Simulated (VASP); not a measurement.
Runs of VASP 6.6.1 on Sr. The structure is that of space group Fm-3m (No. 225), or close to it. The cells are those of the table. 

```csv
level,spin,cell,k mesh,smearing,grid for exact exchange (PRECFOCK),share of exact exchange,screening parameter,gap on the mesh (eV),pressure (GPa)
PBE,off,"a = 4.303 Å, angles 60.0°, 1 atom",6 × 6 × 6,gaussian 0.05 eV,-,-,-,-,-0.3
revPBE,"non-collinear, zero start, SOC","a = 4.244 Å, angles 60.0°, 1 atom",8 × 8 × 8,gaussian 0.025 eV,-,-,-,-,0.7
PBE-based screened hybrid with 25 % exact exchange,off,"a = 4.303 Å, angles 60.0°, 1 atom",6 × 6 × 6,methfessel-paxton 0.01 eV,Normal,0.25,0.3 1/Å,none,0.0
PBE,off,"a = 4.303 Å, angles 60.0°, 1 atom",6 × 6 × 6,gaussian 0.005 eV,-,-,-,-,-0.3
r2SCAN+rVV10,off,"a = 4.303 Å, angles 60.0°, 1 atom",8 × 8 × 8,fermi-dirac 0.1 eV,-,-,-,none,(a)
```

Alike in all rows: task single point; potentials or basis VASP PAW PBE potentials, release 64 (Sr_sv); cutoff (eV) 520.

Q: Fill in the values left out.

A: (a) -0.1.

Caveats: the PAW data sets were made with another functional, which shifts forces and pressure a little (at least some runs).

A k mesh can miss the band edges, and rows without SOC leave out spin-orbit coupling on Sr.

A gap of «none» marks levels without a gap at the run's occupations.
